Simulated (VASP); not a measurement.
Input of a VASP 6.6.1 run:

INCAR

```
PREC = Accurate
ENCUT = 600
EDIFF = 1E-6
ISMEAR = 0
SIGMA = 0.1
LREAL = False
LASPH = True
NELM = 100
ALGO = Normal
ISIF = 3
LWAVE = False
LCHARG = False
GGA = PE
IBRION = 2
NSW = 100
EDIFFG = -0.01
```

KPOINTS

```
Automatic mesh
0
Gamma
  18 18 8
```

The input POSCAR:

```
AlBN
1.0
    2.6449946188      0.0000000000      0.0000000000
    0.0000000000      2.6449946188      0.0000000000
    0.0000000000      0.0000000000      5.4203089157
Al B N
1 1 1
Direct
    0.5000000000      0.5000000000      0.0000000000
    0.5000000000      0.5000000000      0.5000000000
    0.0000000000      0.0000000000      0.0000000000
```

Potentials or basis: VASP PAW PBE potentials, release 64 (Al, B, N).

The run is started by

```bash
$ cat potpaw_PBE.64/Al/POTCAR potpaw_PBE.64/B/POTCAR potpaw_PBE.64/N/POTCAR > POTCAR
$ mpirun -np 1 vasp_std > vasp.out
```

Task: Estimate the space group after relaxing (to 0.05 Å).

Result: P4/mmm (No. 123).

Task: Predict the relaxed cell.

Result: a = 2.647 Å, b = 2.647 Å, c = 5.359 Å, α = 90.00°, β = 90.00°, γ = 90.00°.

Task: What does it give for the relaxed volume?

Result: 12.52 Å³/atom.

Final structure:
```xyz
3
Lattice="2.6469 0.0000 0.0000 0.0000 2.6469 0.0000 0.0000 0.0000 5.3592" Properties=species:S:1:pos:R:3 pbc="T T T"
Al    1.3235    1.3235    0.0000
B     1.3235    1.3235    2.6796
N     0.0000    0.0000    0.0000
```
